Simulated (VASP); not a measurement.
# Ge (Fd-3m) in VASP: notebook

The runs below take Ge through single point, with PBE.

Everything below comes from runs of VASP 6.6.1. Logs are shortened: lines on timing, memory, paths and dates and some standing lists are left out, and cuts for length are marked.

## Step 1: The cell of the first run

The structure is cubic, space group Fd-3m (No. 227). Conventional cell: a = 5.658 Å, b = 5.658 Å, c = 5.658 Å, α = 90.00°, β = 90.00°, γ = 90.00°. Within 3.2 Å of Ge (site symmetry -43m) lie 4 Ge at 2.45 Å.

## Step 2: Single point, PBE

The input, INCAR:

```
PREC     = Accurate       # precision mode
ENCUT    = 520            # plane-wave cutoff, eV
EDIFF    = 1E-6           # SCF threshold, eV
ISMEAR   = 0              # smearing method
SIGMA    = 0.01           # smearing width, eV
LREAL    = False          # projectors in reciprocal space
LASPH    = True           # aspherical terms in the spheres
NELM     = 100            # most SCF steps
ALGO     = Normal         # electronic algorithm
ISIF     = 2              # what is computed and relaxed
LWAVE    = False          # write WAVECAR
LCHARG   = False          # write CHGCAR
GGA      = PE             # functional
NBANDS   = 21             # bands
```

The input, KPOINTS:

```
Automatic mesh
0
Gamma
  2 2 2
```

The input, POSCAR:

```
Ge
1.0
    0.0000000000      2.8289100000      2.8289100000
    2.8289100000      0.0000000000      2.8289100000
    2.8289100000      2.8289100000      0.0000000000
Ge
2
Direct
    0.0000000000      0.0000000000      0.0000000000
    0.2500000000      0.2500000000      0.2500000000
```

Potentials or basis: VASP PAW PBE potentials, release 64 (Ge_d).

The run is started by

```sh
cat potpaw_PBE.64/Ge_d/POTCAR > POTCAR
mpirun -np 1 vasp_std > vasp.out
```

OUTCAR:

```text
PREC = Accurate
   ENCUT = 520
   EDIFF = 1E-6
   ISMEAR = 0
   LREAL = False
   LASPH = True
   NELM = 100
   ISIF = 2
   GGA = PE

 ion  position               nearest neighbor table
   1  0.000  0.000  0.000-   2 2.45   2 2.45   2 2.45   2 2.45
   2  0.250  0.250  0.250-   1 2.45   1 2.45   1 2.45   1 2.45

  LATTYP: Found a face centered cubic cell.
 ALAT       =     5.6578200000

  Lattice vectors:

 A1 = (   0.0000000000,   2.8289100000,   2.8289100000)
 A2 = (   2.8289100000,   0.0000000000,   2.8289100000)
 A3 = (   2.8289100000,   2.8289100000,   0.0000000000)

Analysis of symmetry for initial positions (statically):
=====================================================================
 Subroutine PRICEL returns:
 Original cell was already a primitive cell.

 Routine SETGRP: Setting up the symmetry group for a
 face centered cubic supercell.

 Subroutine GETGRP returns: Found 48 space group operations
 (whereof 24 operations were pure point group operations)
 out of a pool of 48 trial point group operations.

The static configuration has the point symmetry T_d .
 The point group associated with its full space group is O_h .

Analysis of symmetry for dynamics (positions and initial velocities):
=====================================================================
 Subroutine PRICEL returns:
 Original cell was already a primitive cell.

 Routine SETGRP: Setting up the symmetry group for a
 face centered cubic supercell.

 Subroutine GETGRP returns: Found 48 space group operations
 (whereof 24 operations were pure point group operations)
 out of a pool of 48 trial point group operations.

The dynamic configuration has the point symmetry T_d .
 The point group associated with its full space group is O_h .

 Subroutine INISYM returns: Found 48 space group operations
 (whereof 24 operations are pure point group operations),
 and found     1 'primitive' translations

----------------------------------------------------------------------------------------

                                     Primitive cell

  volume of cell :      45.2780

  direct lattice vectors                    reciprocal lattice vectors
     0.000000000  2.828910000  2.828910000    -0.176746521  0.176746521  0.176746521
     2.828910000  0.000000000  2.828910000     0.176746521 -0.176746521  0.176746521
     2.828910000  2.828910000  0.000000000     0.176746521  0.176746521 -0.176746521

  length of vectors
     4.000682889  4.000682889  4.000682889     0.306133954  0.306133954  0.306133954

  position of ions in fractional coordinates (direct lattice)
     0.000000000  0.000000000  0.000000000
     0.250000000  0.250000000  0.250000000

  ion indices of the primitive-cell ions
   primitive index   ion index
                 1           1
                 2           2

----------------------------------------------------------------------------------------

 KPOINTS: Automatic mesh

Automatic generation of k-mesh.
 Grid dimensions read from file:
 generate k-points for:    2    2    2

 Generating k-lattice:

  Cartesian coordinates                     Fractional coordinates (reciprocal lattice)
    -0.088373260  0.088373260  0.088373260     0.500000000  0.000000000  0.000000000
     0.088373260 -0.088373260  0.088373260     0.000000000  0.500000000  0.000000000
     0.088373260  0.088373260 -0.088373260     0.000000000  0.000000000  0.500000000

  Length of vectors
     0.153066977  0.153066977  0.153066977

  Shift w.r.t. Gamma in fractional coordinates (k-lattice)
     0.000000000  0.000000000  0.000000000

 Subroutine IBZKPT returns following result:
 ===========================================

 Found      3 irreducible k-points:

 Following reciprocal coordinates:
            Coordinates               Weight
  0.000000  0.000000  0.000000      1.000000
  0.500000  0.000000  0.000000      4.000000
  0.500000  0.500000  0.000000      3.000000
   k-points           NKPTS =      3   k-points in BZ     NKDIM =      3   number of bands    NBANDS=     21
   number of dos      NEDOS =    301   number of ions     NIONS =      2
   total plane-waves  NPLWV =  27000
   dimension x,y,z NGX =    30 NGY =   30 NGZ =   30
   dimension x,y,z NGXF=    60 NGYF=   60 NGZF=   60
   ions per type =               2
   NGX,Y,Z   is equivalent  to a cutoff of  12.47, 12.47, 12.47 a.u.
   NGXF,Y,Z  is equivalent  to a cutoff of  24.93, 24.93, 24.93 a.u.
 SYSTEM =  unknown system
   PREC   = accura    normal or accurate (medium, high low for compatibility)
   ISTART =      0    job   : 0-new  1-cont  2-samecut
   ICHARG =      2    charge: 1-file 2-atom 10-const
   ISPIN  =      1    spin polarized calculation?
   LNONCOLLINEAR =      F non collinear calculations
   LSORBIT =      F    spin-orbit coupling
   LASPH  =      T    aspherical Exc in radial PAW
   ENCUT  =  520.0 eV  38.22 Ry    6.18 a.u.   7.44  7.44  7.44*2*pi/ulx,y,z
   NELM   =    100;   NELMIN=  2; NELMDL= -5     # of ELM steps
   EDIFF  = 0.1E-05   stopping-criterion for ELM
   LREAL  =      F    real-space projection
   EDIFFG = 0.1E-04   stopping-criterion for IOM
   NSW    =      0    number of steps for IOM
   IBRION =     -1    ionic relax: 0-MD 1-quasi-New 2-CG
   NFREE  =      0    steps in history (QN), initial steepest desc. (CG)
   ISIF   =      2    stress and relaxation
   ISYM   =      2    0-nonsym 1-usesym 2-fastsym
   POTIM  = 0.5000    time-step for ionic-motion
   TEBEG  =    0.0;   TEEND  =   0.0 temperature during run
   PSTRESS=    0.0 pullay stress
   NELECT =      28.0000    total number of electrons
   NUPDOWN=      -1.0000    fix difference up-down
   EMIN   =  10.00;   EMAX   =-10.00  energy-range for DOS
   EFERMI =   0.00;   METHOD = LEGACY
   ISMEAR =     0;   SIGMA  =   0.01  broadening in eV -4-tet -1-fermi 0-gaus
   EFERMI_NEDOS =   21; number of points for ismear=-14 and -15
   IALGO  =     38    algorithm
   IMIX   =      4    mixing-type and parameters
     AMIX     =   0.40;   BMIX     =  1.00
     AMIX_MAG =   1.60;   BMIX_MAG =  1.00
  volume/ion in A,a.u.               =      22.64       152.78
  Fermi-wavevector in a.u.,A,eV,Ry     =   1.394756  2.635708 26.468033  1.945346
  Thomas-Fermi vector in A             =   2.518275
   LORBIT       =      0    0 simple, 1 ext, 2 COOP (PROOUT), +10 PAW based schemes
   GGA     = PE    functional components
   LHFCALC =     F    Hartree Fock is set to
   AEXX    =    0.0000 exact exchange contribution
   IVDW    =     0    specifies the selected vdW correction
   LEPSILON=     F    determine dielectric tensor
   LRPA    =     F    only Hartree local field effects (RPA)
 non-spin polarized calculation
 Gauss-broadening in eV      SIGMA  =   0.01
  energy-cutoff  :      520.00
  volume of cell :       45.28
 maximum number of plane-waves:      1243
 NGX is ok and might be reduce to    30
   NGX = 15   NGY = 15   NGZ = 15

 number of electron      28.0000022 magnetization

 Free energy of the ion-electron system (eV)
  ---------------------------------------------------
  ext. energy  EPLUGINS =         0.00000000
  ---------------------------------------------------
  free energy    TOTEN  =        -6.06613843 eV

  energy without entropy =       -6.06613836  energy(sigma->0) =       -6.06613840

 E-fermi :   5.2946     XC(G=0):  -9.6953

 val. band max:        5.2616210524   @ k =   0.0000   0.0000   0.0000
 cond. band min:       5.3259808284   @ k =   0.0000   0.0000   0.0000
 fundamental gap:      0.0643597760
 Fermi energy:         5.2946164591

 k-point     1 :       0.0000    0.0000    0.0000
  band No.  band energies     occupation
      1     -19.4667      2.00000
      2     -19.4667      2.00000
      3     -19.4667      2.00000
      4     -19.4365      2.00000
      5     -19.4365      2.00000
      6     -19.2223      2.00000
[... 13 lines left out ...]
     20      14.6000      0.00000
     21      14.6000      0.00000

 k-point     2 :       0.5000    0.0000    0.0000
  band No.  band energies     occupation
      1     -19.4916      2.00000
      2     -19.4916      2.00000
      3     -19.4500      2.00000
      4     -19.3942      2.00000
      5     -19.3942      2.00000
      6     -19.2587      2.00000
[... 13 lines left out ...]
     20      16.3577      0.00000
     21      16.4161      0.00000

 k-point     3 :       0.5000    0.5000    0.0000
  band No.  band energies     occupation
      1     -19.5008      2.00000
      2     -19.5008      2.00000
      3     -19.4186      2.00000
      4     -19.4186      2.00000
      5     -19.3208      2.00000
      6     -19.3208      2.00000
[... 13 lines left out ...]
     20      16.9422      0.00000
     21      18.1000      0.00000

------------------------ aborting loop because EDIFF is reached ----------------------------------------

  FORCE on cell =-STRESS in cart. coord.  units (eV):
  Direction    XX          YY          ZZ          XY          YZ          ZX
  --------------------------------------------------------------------------------------
  -------------------------------------------------------------------------------------
  Total        2.5234622      2.5234622      2.5234622      0.0000000      0.0000000      0.0000000
  in kB       89.2935312     89.2935312     89.2935312      0.0000000      0.0000000      0.0000000
  external PRESSURE =      89.2935312 kB  Pullay stress =       0.0000000 kB

 VOLUME and BASIS-vectors are now :
 -----------------------------------------------------------------------------
  energy-cutoff  :      520.00
  volume of cell :       45.28
      direct lattice vectors                 reciprocal lattice vectors
     0.000000000  2.828910000  2.828910000    -0.176746521  0.176746521  0.176746521
     2.828910000  0.000000000  2.828910000     0.176746521 -0.176746521  0.176746521
     2.828910000  2.828910000  0.000000000     0.176746521  0.176746521 -0.176746521

 POSITION                                       TOTAL-FORCE (eV/Angst)
 -----------------------------------------------------------------------------------
      0.00000      0.00000      0.00000         0.000000      0.000000      0.000000
      1.41446      1.41446      1.41446        -0.000000     -0.000000     -0.000000
 -----------------------------------------------------------------------------------
    total drift:                                0.000000      0.000000      0.000000

  FREE ENERGIE OF THE ION-ELECTRON SYSTEM (eV)
  ---------------------------------------------------
  free  energy   TOTEN  =        -6.0661384344 eV

  energy  without entropy=       -6.0661383573  energy(sigma->0) =       -6.06613840
```

It took 6 s on 1 thread of Intel Xeon Platinum 8259CL at 2.50GHz (Skylake/Cascade Lake), shared host; peak memory 0.16 GiB.

Results:

| Property | Result |
| --- | --- |
| Free energy | -6.0661 eV |
| Pressure | 8.9 GPa |
| Band gap on the k mesh | 0.06 eV, direct |

Levels at points of the mesh, in eV from the valence-band top:
```csv
k point,band 10,band 11,band 12,band 13,band 14,band 15,band 16,band 17,band 18,band 19
"(0.00, 0.00, 0.00)",-24.47,-12.79,0.00,0.00,0.00,0.06,2.46,2.46,2.46,6.56
"(0.50, 0.00, 0.00)",-24.44,-10.69,-7.62,-1.43,-1.43,0.17,3.65,3.65,7.17,10.71
"(0.50, 0.50, 0.00)",-24.43,-8.89,-8.89,-3.12,-3.12,0.72,0.72,9.47,9.47,11.68
```

Caveat: the k points lie up to 0.96 Å⁻¹ apart. A k mesh can miss the band edges.

(Part 1 of 2 ends here.)
